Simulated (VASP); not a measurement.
# Al32H (a cell with a defect) in VASP: single point with PBEsol

Aim: the single point of Al32H (a cell with a defect) with PBEsol.

Everything below comes from runs of VASP 6.6.1. Logs are shortened: lines on timing, memory, paths and dates and some standing lists are left out, and cuts for length are marked.

### Step 1. The cell of the first run

The cell holds a defect, 33 atoms: a = 8.100 Å, b = 8.100 Å, c = 8.100 Å, α = 90.00°, β = 90.00°, γ = 90.00°.

### Step 2. Single point, PBEsol

Contents of INCAR:

```
SYSTEM = Al32H
PREC = Accurate
ENCUT = 520
EDIFF = 1E-7
ISMEAR = 0
SIGMA = 0.15
LREAL = Auto
LASPH = .True.
NELM = 60
ALGO = Normal
ISIF = 2
LWAVE = .False.
LCHARG = .True.
GGA = PS
LELF = .True.
LVHAR = .True.
NBANDS = 70
```

Contents of KPOINTS:

```
Automatic mesh
0
Gamma
  3 3 3
  0 0 0
```

Contents of POSCAR:

```
Al32H
1.0
    8.1000000000      0.0000000000      0.0000000000
    0.0000000000      8.1000000000      0.0000000000
    0.0000000000      0.0000000000      8.1000000000
Al H
32 1
Direct
    0.4991648148     -0.0004979012     -0.0003812346
    0.7477028395      0.2523653086      0.0008018519
    0.7477049383      0.0006997531      0.2524672840
   -0.0091651852      0.0092217284      0.0093035802
    0.2494964198      0.2491707407     -0.0003816049
    0.5023595062      0.4977086420      0.0008014815
    0.7508969136      0.7505695062     -0.0003693827
    0.2494869136     -0.0005079012      0.2492983951
    0.5000179012      0.2500233333      0.2501435802
    0.7500509877      0.5000562963      0.2501500000
    0.5023307407      0.0006898765      0.4978396296
    0.7500425926      0.2500382716      0.5001671605
    0.7508737037     -0.0004779012      0.7506776543
    0.0005639506      0.5009028395     -0.0003690123
    0.2592144444      0.7408422222      0.0093000000
   -0.0006322222      0.2523629630      0.2524670370
    0.2506946914      0.4977107407      0.2524660494
    0.5023571605      0.7493727160      0.2524659259
    0.0005472840     -0.0004691358      0.5010095062
    0.2506853086      0.2523354321      0.4978397531
    0.5000332099      0.5000475309      0.5001667901
    0.7477533333      0.7493893827      0.4978603704
    0.2591320988      0.0091358025      0.7410103704
    0.5023297531      0.2523344444      0.7494833333
    0.7477540741      0.4977587654      0.7494904938
    0.0005800000      0.7505851852      0.2493146914
   -0.0006153086      0.4977580247      0.4978602469
    0.2495259259      0.7505522222      0.5010085185
    0.0005622222      0.2492103704      0.7506838272
    0.2495175309      0.5008786420      0.7506769136
    0.4992054321      0.7505667901      0.7506830864
   -0.0090222222      0.7409816049      0.7410675309
    0.1250772840      0.8750901235      0.8753569136
```

Potentials or basis: VASP PAW PBE potentials, release 64 (Al, H).

Run with:

```bash
$ cat potpaw_PBE.64/Al/POTCAR potpaw_PBE.64/H/POTCAR > POTCAR
$ mpirun -np 1 vasp_std > vasp.out
```

OUTCAR:

```text
SYSTEM = Al32H
   PREC = Accurate
   ENCUT = 520
   EDIFF = 1E-7
   ISMEAR = 0
   LREAL = Auto
   LASPH = .True.
   NELM = 60
   ISIF = 2
   GGA = PS

 ion  position               nearest neighbor table
   1  0.499  1.000  1.000-  31 2.85  15 2.86  23 2.86   5 2.86   8 2.86  13 2.87   7 2.87   9 2.87
                             3 2.87   2 2.87  24 2.88  18 2.88
   2  0.748  0.252  0.001-   4 2.79   6 2.81  24 2.85  25 2.85   9 2.85  10 2.85  14 2.87   1 2.87
                            13 2.88  29 2.88  16 2.88   3 2.88
   3  0.748  0.001  0.252-   4 2.79  11 2.81  18 2.84  22 2.85   9 2.85  12 2.85  19 2.87   1 2.87
                             7 2.88  26 2.88  16 2.88   2 2.88
   4  0.991  0.009  0.009-  33 1.88   2 2.79   3 2.79  16 2.79  13 2.86   7 2.86  29 2.86   5 2.86
                             8 2.86  26 2.86  32 3.07  23 3.07  15 3.07
   5  0.249  0.249  1.000-  29 2.85   4 2.86  23 2.86   1 2.86   8 2.86  30 2.87  14 2.87   9 2.87
                            17 2.87   6 2.87  24 2.88  16 2.88
   6  0.502  0.498  0.001-  15 2.79   2 2.81  24 2.85  25 2.85   9 2.85  10 2.85   7 2.87   5 2.87
                            30 2.88  31 2.88  18 2.88  17 2.88
   7  0.751  0.751  1.000-  13 2.85   4 2.86  32 2.86  14 2.86  26 2.86  31 2.87   1 2.87  10 2.87
                            18 2.87   6 2.87  25 2.88   3 2.88
   8  0.249  0.999  0.249-  26 2.85   4 2.86  15 2.86   1 2.86   5 2.86  28 2.87  19 2.87   9 2.87
                            20 2.87  11 2.87  18 2.88  16 2.88
   9  0.500  0.250  0.250-  17 2.85   3 2.85   2 2.85   6 2.85  20 2.85  11 2.85  21 2.86  12 2.86
[... 32 lines left out ...]
                            14 2.88   7 2.88  22 2.88  27 2.88
  26  0.001  0.751  0.249-   8 2.85   4 2.86  15 2.86  14 2.86   7 2.86  28 2.87  19 2.87  10 2.87
                            22 2.87  27 2.87  17 2.88   3 2.88
  27  0.999  0.498  0.498-  32 2.79  16 2.81  17 2.85  20 2.85  10 2.85  12 2.85  29 2.87  26 2.87
                            28 2.88  30 2.88  25 2.88  22 2.88
  28  0.250  0.751  0.501-  19 2.85  23 2.86  32 2.86  30 2.86  31 2.86  26 2.87   8 2.87  21 2.87
                            18 2.87  17 2.87  27 2.88  11 2.88
  29  0.001  0.249  0.751-   5 2.85   4 2.86  23 2.86  19 2.86  13 2.86  30 2.87  14 2.87  12 2.87
                            25 2.87  27 2.87  20 2.88   2 2.88
  30  0.250  0.501  0.751-  14 2.85  15 2.86  32 2.86  28 2.86  31 2.86  29 2.87   5 2.87  21 2.87
                            24 2.87  20 2.87  27 2.88   6 2.88
  31  0.499  0.751  0.751-   1 2.85  15 2.86  23 2.86  28 2.86  30 2.86  13 2.87   7 2.87  21 2.87
                            25 2.87  22 2.87  11 2.88   6 2.88
  32  0.991  0.741  0.741-  33 1.88  27 2.79  22 2.79  25 2.79  28 2.86  19 2.86  30 2.86  14 2.86
                            13 2.86   7 2.86  23 3.07  15 3.07   4 3.07
  33  0.125  0.875  0.875-   4 1.88  15 1.88  23 1.88  32 1.88

  LATTYP: Found a simple cubic cell.
 ALAT       =     8.1000000000

  Lattice vectors:

 A1 = (   8.1000000000,   0.0000000000,   0.0000000000)
 A2 = (   0.0000000000,   8.1000000000,   0.0000000000)
 A3 = (   0.0000000000,   0.0000000000,   8.1000000000)

Analysis of symmetry for initial positions (statically):
=====================================================================
 Subroutine PRICEL returns:
 Original cell was already a primitive cell.

 Routine SETGRP: Setting up the symmetry group for a
 simple cubic supercell.

 Subroutine GETGRP returns: Found  2 space group operations
 (whereof  1 operations were pure point group operations)
 out of a pool of 48 trial point group operations.

The static configuration has the point symmetry C_1 .
 The point group associated with its full space group is C_1h.

Analysis of symmetry for dynamics (positions and initial velocities):
=====================================================================
 Subroutine PRICEL returns:
 Original cell was already a primitive cell.

 Routine SETGRP: Setting up the symmetry group for a
 simple cubic supercell.

 Subroutine GETGRP returns: Found  2 space group operations
 (whereof  1 operations were pure point group operations)
 out of a pool of 48 trial point group operations.

The dynamic configuration has the point symmetry C_1 .
 The point group associated with its full space group is C_1h.

 Subroutine INISYM returns: Found  2 space group operations
 (whereof  1 operations are pure point group operations),
 and found     1 'primitive' translations

----------------------------------------------------------------------------------------

                                     Primitive cell

[... 91 lines left out ...]
  Cartesian coordinates                     Fractional coordinates (reciprocal lattice)
     0.041152263  0.000000000  0.000000000     0.333333333  0.000000000  0.000000000
     0.000000000  0.041152263  0.000000000     0.000000000  0.333333333  0.000000000
     0.000000000  0.000000000  0.041152263     0.000000000  0.000000000  0.333333333

  Length of vectors
     0.041152263  0.041152263  0.041152263

  Shift w.r.t. Gamma in fractional coordinates (k-lattice)
     0.000000000  0.000000000  0.000000000

 Subroutine IBZKPT returns following result:
 ===========================================

 Found     10 irreducible k-points:

 Following reciprocal coordinates:
            Coordinates               Weight
  0.000000  0.000000  0.000000      1.000000
  0.333333  0.000000  0.000000      4.000000
  0.000000  0.000000  0.333333      2.000000
  0.333333  0.333333  0.000000      2.000000
  0.000000  0.333333  0.333333      4.000000
 -0.333333  0.333333  0.000000      2.000000
 -0.333333  0.000000  0.333333      4.000000
  0.333333  0.333333  0.333333      2.000000
 -0.333333  0.333333  0.333333      4.000000
 -0.333333 -0.333333  0.333333      2.000000
   k-points           NKPTS =     10   k-points in BZ     NKDIM =     10   number of bands    NBANDS=     70
   number of dos      NEDOS =    301   number of ions     NIONS =     33
   total plane-waves  NPLWV = 216000
   dimension x,y,z NGX =    60 NGY =   60 NGZ =   60
   dimension x,y,z NGXF=   120 NGYF=  120 NGZF=  120
   ions per type =              32   1
   NGX,Y,Z   is equivalent  to a cutoff of  12.31, 12.31, 12.31 a.u.
   NGXF,Y,Z  is equivalent  to a cutoff of  24.63, 24.63, 24.63 a.u.
 SYSTEM =  Al32H
   PREC   = accura    normal or accurate (medium, high low for compatibility)
   ISTART =      0    job   : 0-new  1-cont  2-samecut
   ICHARG =      2    charge: 1-file 2-atom 10-const
   ISPIN  =      1    spin polarized calculation?
   LNONCOLLINEAR =      F non collinear calculations
   LSORBIT =      F    spin-orbit coupling
   LASPH  =      T    aspherical Exc in radial PAW
   ENCUT  =  520.0 eV  38.22 Ry    6.18 a.u.  15.06 15.06 15.06*2*pi/ulx,y,z
   NELM   =     60;   NELMIN=  2; NELMDL= -5     # of ELM steps
   EDIFF  = 0.1E-06   stopping-criterion for ELM
   LREAL  =      T    real-space projection
   EDIFFG = 0.1E-05   stopping-criterion for IOM
   NSW    =      0    number of steps for IOM
   IBRION =     -1    ionic relax: 0-MD 1-quasi-New 2-CG
   NFREE  =      0    steps in history (QN), initial steepest desc. (CG)
   ISIF   =      2    stress and relaxation
   ISYM   =      2    0-nonsym 1-usesym 2-fastsym
   POTIM  = 0.5000    time-step for ionic-motion
   TEBEG  =    0.0;   TEEND  =   0.0 temperature during run
   PSTRESS=    0.0 pullay stress
   NELECT =      97.0000    total number of electrons
   NUPDOWN=      -1.0000    fix difference up-down
   EMIN   =  10.00;   EMAX   =-10.00  energy-range for DOS
   EFERMI =   0.00;   METHOD = LEGACY
   ISMEAR =     0;   SIGMA  =   0.15  broadening in eV -4-tet -1-fermi 0-gaus
   EFERMI_NEDOS =   21; number of points for ismear=-14 and -15
   IALGO  =     38    algorithm
   IMIX   =      4    mixing-type and parameters
     AMIX     =   0.40;   BMIX     =  1.00
     AMIX_MAG =   1.60;   BMIX_MAG =  1.00
  volume/ion in A,a.u.               =      16.10       108.68
  Fermi-wavevector in a.u.,A,eV,Ry     =   0.928639  1.754874 11.733269  0.862371
  Thomas-Fermi vector in A             =   2.054837
   LORBIT       =      0    0 simple, 1 ext, 2 COOP (PROOUT), +10 PAW based schemes
   GGA     = PS    functional components
   LHFCALC =     F    Hartree Fock is set to
   AEXX    =    0.0000 exact exchange contribution
   IVDW    =     0    specifies the selected vdW correction
   LEPSILON=     F    determine dielectric tensor
   LRPA    =     F    only Hartree local field effects (RPA)
 non-spin polarized calculation
 Gauss-broadening in eV      SIGMA  =   0.15
  energy-cutoff  :      520.00
  volume of cell :      531.44
 maximum number of plane-waves:     14358
   NGX = 31   NGY = 31   NGZ = 31

 number of electron      96.9999998 magnetization

 Free energy of the ion-electron system (eV)
  ---------------------------------------------------
  ext. energy  EPLUGINS =         0.00000000
  ---------------------------------------------------
  free energy    TOTEN  =      -134.42654544 eV

  energy without entropy =     -134.33672909  energy(sigma->0) =     -134.38163726

 E-fermi :   7.7920     XC(G=0): -10.2545

 val. band max:        7.7880752454   @ k =   0.3333   0.0000   0.0000
 cond. band min:       7.9555069406   @ k =   0.0000   0.0000   0.3333
 fundamental gap:      0.1674316952
 Fermi energy:         7.7920297466

 k-point     1 :       0.0000    0.0000    0.0000
  band No.  band energies     occupation
      1      -3.3148      2.00000
      2      -1.6384      2.00000
      3      -0.9718      2.00000
      4      -0.9717      2.00000
      5      -0.9714      2.00000
      6      -0.9633      2.00000
[... 619 lines left out ...]
     59       9.6983      0.00000
     60       9.6985      0.00000
 [bands above 60 left out]

------------------------ aborting loop because EDIFF is reached ----------------------------------------

  FORCE on cell =-STRESS in cart. coord.  units (eV):
  Direction    XX          YY          ZZ          XY          YZ          ZX
  --------------------------------------------------------------------------------------
  -------------------------------------------------------------------------------------
  Total       -3.4078993     -3.4078993     -3.4092420     -0.0099531     -0.0013358     -0.0013358
  in kB      -10.2740643    -10.2740643    -10.2781122     -0.0300063     -0.0040270     -0.0040270
  external PRESSURE =     -10.2754136 kB  Pullay stress =       0.0000000 kB

 VOLUME and BASIS-vectors are now :
 -----------------------------------------------------------------------------
  energy-cutoff  :      520.00
  volume of cell :      531.44
      direct lattice vectors                 reciprocal lattice vectors
     8.100000000  0.000000000  0.000000000     0.123456790  0.000000000  0.000000000
     0.000000000  8.100000000  0.000000000     0.000000000  0.123456790  0.000000000
     0.000000000  0.000000000  8.100000000     0.000000000  0.000000000  0.123456790

 POSITION                                       TOTAL-FORCE (eV/Angst)
 -----------------------------------------------------------------------------------
      4.04323      8.09597      8.09691        -0.005462     -0.002460     -0.002797
      6.05639      2.04416      0.00650        -0.003198      0.003673      0.001474
      6.05641      0.00567      2.04499        -0.003905      0.000696      0.004399
      8.02576      0.07470      0.07536        -0.001057      0.001153      0.001089
      2.02092      2.01828      8.09691        -0.002460     -0.005462     -0.002797
      4.06911      4.03144      0.00649         0.003673     -0.003198      0.001474
[... 25 lines left out ...]
      8.02692      6.00195      6.00265        -0.003458     -0.003458     -0.002662
      1.01313      7.08823      7.09039        -0.000097     -0.000097     -0.001123
 -----------------------------------------------------------------------------------
    total drift:                                0.017873     -0.025698     -0.005423

  FREE ENERGIE OF THE ION-ELECTRON SYSTEM (eV)
  ---------------------------------------------------
  free  energy   TOTEN  =      -134.4265454366 eV

  energy  without entropy=     -134.3367290932  energy(sigma->0) =     -134.38163726
```

Wall time 9.2 min (1 thread of Intel Xeon 6975P-C, shared host); peak memory 0.6 GiB.

Results:

```yaml
Free_energy: -134.4265 eV
Pressure: -1.0 GPa
Largest_force: 0.008 eV/Å
```

Forces in eV/Å, atoms in the order of the input:
```
Al  -0.005 -0.002 -0.003
Al  -0.003  0.004  0.001
Al  -0.004  0.001  0.004
Al  -0.001  0.001  0.001
Al  -0.002 -0.005 -0.003
Al   0.004 -0.003  0.001
Al   0.005  0.003 -0.003
Al  -0.003 -0.003 -0.005
Al   0.000  0.000 -0.001
Al  -0.001 -0.001 -0.001
Al   0.004  0.001 -0.003
Al   0.000  0.000 -0.001
Al   0.004 -0.004  0.004
Al   0.003  0.005 -0.003
Al   0.001 -0.001  0.001
Al  -0.001  0.004  0.004
Al   0.001 -0.004  0.004
Al   0.004 -0.001  0.004
Al   0.003 -0.003  0.004
Al   0.001  0.004 -0.003
Al   0.000  0.000 -0.001
Al  -0.004 -0.002 -0.004
Al   0.002  0.002 -0.002
Al   0.005  0.005 -0.001
Al  -0.004 -0.004 -0.001
Al   0.004  0.004 -0.004
Al  -0.002 -0.004 -0.004
Al  -0.003  0.003  0.004
Al   0.004 -0.004  0.004
Al  -0.004  0.004  0.004
Al  -0.004  0.004  0.004
Al  -0.003 -0.003 -0.003
H    0.000  0.000 -0.001
```

Levels at points of the mesh, in eV from the Fermi level:
| k point | band 45 | band 46 | band 47 | band 48 | band 49 | band 50 | band 51 | band 52 |
| --- | --- | --- | --- | --- | --- | --- | --- | --- |
| (0.00, 0.00, 0.00) | -0.67 | 0.22 | 0.22 | 0.22 | 0.28 | 0.28 | 0.28 | 0.75 |

Caveat: the PAW data sets were made with another functional, which shifts forces and pressure a little.
